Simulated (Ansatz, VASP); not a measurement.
**One calculation of Be2C, two programs**

```
Be C
1.0
     0.00000    2.12001    2.12001
     2.12001    0.00000    2.12001
     2.12001    2.12001    0.00000
Be C
2 1
Direct
  0.75000 0.75000 0.75000
  0.25000 0.25000 0.25000
  0.00000 0.00000 0.00000
```

Alike in both runs: task single point; functional PBE; k mesh 8 × 8 × 8; no spin polarisation.

|  | VASP | Ansatz |
| --- | --- | --- |
| version | VASP 6.6.1 | Ansatz 0.2.0 |
| potentials or method | VASP PAW PBE potentials, release 64 (Be, C) | plane waves, PAW |
| plane-wave cutoff (eV) | 600 | 420 |
| occupations | gaussian, width 0.01 eV | fixed |
| valence electrons in the cell | 8 | 8 |

```csv
,VASP,Ansatz,Ansatz less VASP
gap on the k mesh at the Fermi level (eV),1.18,1.20,+0.012
pressure (GPa),14.2,13.9,-0.30
```
